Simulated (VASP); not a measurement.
# Sc (Fd-3m) in VASP: notebook

Runs on Sc. Level: LDA. Tasks: single point.

Everything below comes from runs of VASP 6.6.1. Logs are shortened: lines on timing, memory, paths and dates and some standing lists are left out, and cuts for length are marked.

## (1) The cell of the first run

The structure is cubic, space group Fd-3m (No. 227). Conventional cell: a = 5.998 Å, b = 5.998 Å, c = 5.998 Å, α = 90.00°, β = 90.00°, γ = 90.00°. Sc (site symmetry -43m) has 4 Sc at 2.60 Å within 3.4 Å.

This isn't the form of Sc at room conditions, which is hcp.

## (2) Single point, LDA

Contents of INCAR:

```
  ALGO = Normal
  EDIFF = 1E-7
  ENCUT = 520
  ISIF = 2
  ISMEAR = -1
  LASPH = T
  LCHARG = T
  LELF = T
  LREAL = F
  LVHAR = T
  LWAVE = F
  NBANDS = 18
  NELM = 60
  PREC = Accurate
  SIGMA = 0.1
```

Contents of KPOINTS:

```
k-points
0
Gamma
  9 9 9
```

Contents of POSCAR:

```
Sc
1.0
    0.0000000000      2.9991610739      2.9991610739
    2.9991610739      0.0000000000      2.9991610739
    2.9991610739      2.9991610739      0.0000000000
Sc
2
Direct
    0.1250000000      0.1250000000      0.1250000000
    0.8750000000      0.8750000000      0.8750000000
```

Potentials or basis: VASP PAW LDA potentials, release 64 (Sc_sv).

On the command line:

```
$ cat potpaw_LDA.64/Sc_sv/POTCAR > POTCAR
$ mpirun -np 1 vasp_std > vasp.out
```

OUTCAR:

```text
EDIFF = 1E-7
   ENCUT = 520
   ISIF = 2
   ISMEAR = -1
   LASPH = T
   LREAL = F
   NELM = 60
   PREC = Accurate

 ion  position               nearest neighbor table
   1  0.125  0.125  0.125-   2 2.60   2 2.60   2 2.60   2 2.60
   2  0.875  0.875  0.875-   1 2.60   1 2.60   1 2.60   1 2.60

  LATTYP: Found a face centered cubic cell.
 ALAT       =     5.9983221478

  Lattice vectors:

 A1 = (   0.0000000000,   2.9991610739,   2.9991610739)
 A2 = (   2.9991610739,   0.0000000000,   2.9991610739)
 A3 = (   2.9991610739,   2.9991610739,   0.0000000000)

Analysis of symmetry for initial positions (statically):
=====================================================================
 Subroutine PRICEL returns:
 Original cell was already a primitive cell.

 Routine SETGRP: Setting up the symmetry group for a
 face centered cubic supercell.

 Subroutine GETGRP returns: Found 48 space group operations
 (whereof 12 operations were pure point group operations)
 out of a pool of 48 trial point group operations.

The static configuration has the point symmetry D_3d.
 The point group associated with its full space group is O_h .

Analysis of symmetry for dynamics (positions and initial velocities):
=====================================================================
 Subroutine PRICEL returns:
 Original cell was already a primitive cell.

 Routine SETGRP: Setting up the symmetry group for a
 face centered cubic supercell.

 Subroutine GETGRP returns: Found 48 space group operations
 (whereof 12 operations were pure point group operations)
 out of a pool of 48 trial point group operations.

The dynamic configuration has the point symmetry D_3d.
 The point group associated with its full space group is O_h .

 Subroutine INISYM returns: Found 48 space group operations
 (whereof 12 operations are pure point group operations),
 and found     1 'primitive' translations

----------------------------------------------------------------------------------------

                                     Primitive cell

  volume of cell :      53.9547

  direct lattice vectors                    reciprocal lattice vectors
     0.000000000  2.999161074  2.999161074    -0.166713287  0.166713287  0.166713287
     2.999161074  0.000000000  2.999161074     0.166713287 -0.166713287  0.166713287
     2.999161074  2.999161074  0.000000000     0.166713287  0.166713287 -0.166713287

  length of vectors
     4.241454266  4.241454266  4.241454266     0.288755883  0.288755883  0.288755883
[... 79 lines left out ...]
   ENCUT  =  520.0 eV  38.22 Ry    6.18 a.u.   7.89  7.89  7.89*2*pi/ulx,y,z
   NELM   =     60;   NELMIN=  2; NELMDL= -5     # of ELM steps
   EDIFF  = 0.1E-06   stopping-criterion for ELM
   LREAL  =      F    real-space projection
   EDIFFG = 0.1E-05   stopping-criterion for IOM
   NSW    =      0    number of steps for IOM
   IBRION =     -1    ionic relax: 0-MD 1-quasi-New 2-CG
   NFREE  =      0    steps in history (QN), initial steepest desc. (CG)
   ISIF   =      2    stress and relaxation
   ISYM   =      2    0-nonsym 1-usesym 2-fastsym
   POTIM  = 0.5000    time-step for ionic-motion
   TEBEG  =    0.0;   TEEND  =   0.0 temperature during run
   PSTRESS=    0.0 pullay stress
   NELECT =      22.0000    total number of electrons
   NUPDOWN=      -1.0000    fix difference up-down
   EMIN   =  10.00;   EMAX   =-10.00  energy-range for DOS
   EFERMI =   0.00;   METHOD = LEGACY
   ISMEAR =    -1;   SIGMA  =   0.10  broadening in eV -4-tet -1-fermi 0-gaus
   EFERMI_NEDOS =   21; number of points for ismear=-14 and -15
   IALGO  =     38    algorithm
   IMIX   =      4    mixing-type and parameters
     AMIX     =   0.40;   BMIX     =  1.00
     AMIX_MAG =   1.60;   BMIX_MAG =  1.00
  volume/ion in A,a.u.               =      26.98       182.05
  Fermi-wavevector in a.u.,A,eV,Ry     =   1.213964  2.294060 20.051034  1.473709
  Thomas-Fermi vector in A             =   2.349399
   LORBIT       =      0    0 simple, 1 ext, 2 COOP (PROOUT), +10 PAW based schemes
   GGA     = CA    functional components
   LHFCALC =     F    Hartree Fock is set to
   AEXX    =    0.0000 exact exchange contribution
   IVDW    =     0    specifies the selected vdW correction
   LEPSILON=     F    determine dielectric tensor
   LRPA    =     F    only Hartree local field effects (RPA)
 non-spin polarized calculation
  energy-cutoff  :      520.00
  volume of cell :       53.95
 maximum number of plane-waves:      1469
   NGX = 15   NGY = 15   NGZ = 15

 number of electron      22.0000004 magnetization

 Free energy of the ion-electron system (eV)
  ---------------------------------------------------
  ext. energy  EPLUGINS =         0.00000000
  ---------------------------------------------------
  free energy    TOTEN  =        -9.58752136 eV

  energy without entropy =       -9.44419981  energy(sigma->0) =       -9.51586059

 E-fermi :   2.7108     XC(G=0):  -9.5433

 val. band max:        2.7001254719   @ k =   0.4444   0.1111   0.0000
 cond. band min:       2.7146088365   @ k =  -0.3333   0.4444   0.2222
 fundamental gap:      0.0144833646
 Fermi energy:         2.7107809479

 k-point     1 :       0.0000    0.0000    0.0000
  band No.  band energies     occupation
      1     -46.3439      2.00000
      2     -45.8230      2.00000
      3     -25.5294      2.00000
      4     -25.5294      2.00000
      5     -25.5294      2.00000
      6     -24.7772      2.00000
[... 481 lines left out ...]
      5     -25.2297      2.00000
      6     -25.1013      2.00000
[... 10 lines left out ...]
     17       6.2711      0.00000
     18       6.2711      0.00000

 [... further k-points ...]

------------------------ aborting loop because EDIFF is reached ----------------------------------------

  FORCE on cell =-STRESS in cart. coord.  units (eV):
  Direction    XX          YY          ZZ          XY          YZ          ZX
  --------------------------------------------------------------------------------------
  -------------------------------------------------------------------------------------
  Total        0.0212261      0.0212261      0.0212261      0.0000000     -0.0000000      0.0000000
  in kB        0.6303063      0.6303063      0.6303063      0.0000000     -0.0000000      0.0000000
  external PRESSURE =       0.6303063 kB  Pullay stress =       0.0000000 kB

 VOLUME and BASIS-vectors are now :
 -----------------------------------------------------------------------------
  energy-cutoff  :      520.00
  volume of cell :       53.95
      direct lattice vectors                 reciprocal lattice vectors
     0.000000000  2.999161074  2.999161074    -0.166713287  0.166713287  0.166713287
     2.999161074  0.000000000  2.999161074     0.166713287 -0.166713287  0.166713287
     2.999161074  2.999161074  0.000000000     0.166713287  0.166713287 -0.166713287

 POSITION                                       TOTAL-FORCE (eV/Angst)
 -----------------------------------------------------------------------------------
      0.74979      0.74979      0.74979        -0.000000      0.000000      0.000000
      5.24853      5.24853      5.24853         0.000000     -0.000000     -0.000000
 -----------------------------------------------------------------------------------
    total drift:                                0.000000      0.000000     -0.000000

  FREE ENERGIE OF THE ION-ELECTRON SYSTEM (eV)
  ---------------------------------------------------
  free  energy   TOTEN  =        -9.5875213586 eV

  energy  without entropy=       -9.4441998124  energy(sigma->0) =       -9.51586059
```

OSZICAR:

```text
N       E                     dE             d eps       ncg     rms          rms(c)
DAV:   1     0.372053186739E+03    0.37205E+03   -0.10662E+04  1260   0.130E+03
DAV:   2     0.103718109790E+02   -0.36168E+03   -0.35528E+03  1620   0.548E+02
DAV:   3    -0.997072730704E+01   -0.20343E+02   -0.19583E+02  2074   0.170E+02
DAV:   4    -0.103910887106E+02   -0.42036E+00   -0.41120E+00  1898   0.217E+01
DAV:   5    -0.104009637646E+02   -0.98751E-02   -0.98470E-02  2116   0.333E+00    0.733E+00
DAV:   6    -0.962645207968E+01    0.77451E+00   -0.27972E+00  1816   0.161E+01    0.197E+00
DAV:   7    -0.959315241721E+01    0.33300E-01   -0.13839E-01  2108   0.311E+00    0.783E-01
DAV:   8    -0.958779915155E+01    0.53533E-02   -0.15944E-02  1466   0.174E+00    0.220E-01
DAV:   9    -0.958762573188E+01    0.17342E-03   -0.42989E-03  1820   0.762E-01    0.577E-02
DAV:  10    -0.958752058072E+01    0.10515E-03   -0.74455E-04  1910   0.289E-01    0.347E-03
DAV:  11    -0.958752158844E+01   -0.10077E-05   -0.91719E-06  1880   0.406E-02    0.351E-03
DAV:  12    -0.958752136335E+01    0.22509E-06   -0.16865E-06  1804   0.154E-02    0.454E-04
DAV:  13    -0.958752135855E+01    0.47949E-08   -0.28987E-08   852   0.290E-03
   1 F= -.95875214E+01 E0= -.95158606E+01  d E =-.143322E+00
```

Run time: 38 s. Hardware: 1 thread of Intel Xeon 8259CL, shared host; peak memory 0.16 GiB.

What came out:

```
Free energy            : -9.5875 eV
Pressure               : 0.1 GPa
Band gap on the k mesh : zero (bands 11 and 12 overlap by 0.65 eV)
```

## (3) Single point, LDA (23.74 Å³/atom)

This run uses another cell than the first one, of 23.74 Å³/atom.

Contents of INCAR:

```
PREC     = Accurate       # precision mode
ENCUT    = 520            # plane-wave cutoff, eV
EDIFF    = 1E-6           # SCF threshold, eV
ISMEAR   = -1             # smearing method
SIGMA    = 0.1            # smearing width, eV
LREAL    = F              # projectors in reciprocal space
LASPH    = T              # aspherical terms in the spheres
NELM     = 100            # most SCF steps
ALGO     = Normal         # electronic algorithm
ISIF     = 2              # what is computed and relaxed
LWAVE    = F              # write WAVECAR
LCHARG   = T              # write CHGCAR
GGA      = CA             # functional
LELF     = T              # ELF
LVHAR    = T            
NBANDS   = 18             # bands
```

Contents of KPOINTS:

```
Automatic mesh
0
Gamma
  10 10 10
```

Contents of POSCAR:

```
Sc
1.0
    0.0000000000      2.8740479848      2.8740479848
    2.8740479848      0.0000000000      2.8740479848
    2.8740479848      2.8740479848      0.0000000000
Sc
2
Direct
    0.1250000000      0.1250000000      0.1250000000
    0.8750000000      0.8750000000      0.8750000000
```

Potentials or basis: VASP PAW LDA potentials, release 64 (Sc_sv).

On the command line:

```
$ cat potpaw_LDA.64/Sc_sv/POTCAR > POTCAR
$ mpirun -np 1 vasp_std > vasp.out
```

It took 67 s on 1 thread of Intel Xeon 8259CL, shared host; peak memory 0.16 GiB.

It converged, with:

```
Free energy            : -9.5641 eV
Pressure               : 0.9 GPa
Band gap on the k mesh : zero (bands 11 and 12 overlap by 1.01 eV)
```

Levels at points of the mesh, in eV from the Fermi level:
| k point | band 8 | band 9 | band 10 | band 11 | band 12 | band 13 | band 14 | band 15 |
| --- | --- | --- | --- | --- | --- | --- | --- | --- |
| (0.00, 0.00, 0.00) | -27.24 | -4.51 | -0.35 | -0.35 | 0.37 | 0.37 | 0.37 | 2.27 |
| (0.50, 0.00, 0.00) | -27.10 | -1.45 | -1.30 | -0.37 | -0.37 | 0.37 | 0.37 | 1.07 |
| (0.50, 0.50, 0.00) | -26.96 | -1.73 | -1.73 | 0.49 | 0.49 | 0.80 | 0.80 | 2.12 |
